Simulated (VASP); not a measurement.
A run of VASP 6.6.1 is set up as follows.

File INCAR:

```
PREC = Accurate
ENCUT = 520
EDIFF = 1E-6
ISMEAR = 0
SIGMA = 0.1
LREAL = F
LASPH = T
NELM = 100
ALGO = Normal
ISIF = 2
LWAVE = F
LCHARG = F
GGA = PS
NBANDS = 21
```

The input KPOINTS:

```
Automatic mesh
0
Gamma
  9 9 4
```

POSCAR

```
W
1.0
    2.8225222493      0.0000000000      0.0000000000
   -1.4112611246      2.4443759706      0.0000000000
    0.0000000000      0.0000000000      4.6091788331
W
2
Direct
    0.3333333333      0.6666666667      0.2500000000
    0.6666666667      0.3333333333      0.7500000000
```

Potentials or basis: VASP PAW PBE potentials, release 64 (W_sv).

Run with:

```bash
$ cat potpaw_PBE.64/W_sv/POTCAR > POTCAR
$ mpirun -np 1 vasp_std > vasp.out
```

Question: Estimate the pressure.

Answer: 2.2 GPa.

Question: What does it give for the band gap on the k mesh?

Answer: Zero (bands 14 and 15 overlap by 1.78 eV).

Stress tensor (GPa, compression positive):
```
-3.65  0.00  0.00
 0.00 -3.65  0.00
 0.00  0.00 13.85
```

Caveat: the stress differs along the axes, from -4 to 14 GPa; the PAW data sets were made with another functional, which shifts forces and pressure a little; spin-orbit coupling is left out, which moves the levels of the heavy elements.
